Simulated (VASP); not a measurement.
Runs of VASP 6.6.1 on Ir. The structure is that of space group C2/m (No. 12), or close to it. The cells are those of the table. 

```tsv
cell	further INCAR settings	gap on the mesh (eV)	pressure (GPa)
a = 2.407, b = 2.407, c = 2.727 Å, angles 71.2, 71.2, 68.1°, 1 atom	ALGO = Fast; EDIFF = 1e-07; NBANDS = 10	none	54.3
a = 2.555, b = 2.401, c = 2.713 Å, angles 67.4, 69.2, 65.9°, 1 atom	ALGO = Fast; EDIFF = 1e-06; NBANDS = 10	none	35.9
a = 2.481, b = 2.403, c = 2.719 Å, angles 69.3, 70.2, 67.0°, 1 atom	ALGO = Fast; EDIFF = 1e-06; NBANDS = 10	none	43.6
a = 2.506, b = 2.402, c = 2.717 Å, angles 68.7, 69.8, 66.6°, 1 atom	ALGO = Fast; EDIFF = 1e-06; NBANDS = 10	none	(a)
```

Alike in all rows: task single point; level LDA; potentials or basis VASP PAW LDA potentials, release 64 (Ir); no spin polarisation; k mesh 20 × 20 × 20; cutoff (eV) 520; smearing gaussian 0.15 eV.

**Question.** Fill in the values left out.

**Answer.** (a) 40.6.

Caveats: the cell stands under pressure; spin-orbit coupling is left out, which moves the levels of the heavy elements.

A k mesh can miss the band edges, and the runs leave out spin-orbit coupling on Ir.

A gap of «none» marks levels without a gap at the run's occupations.
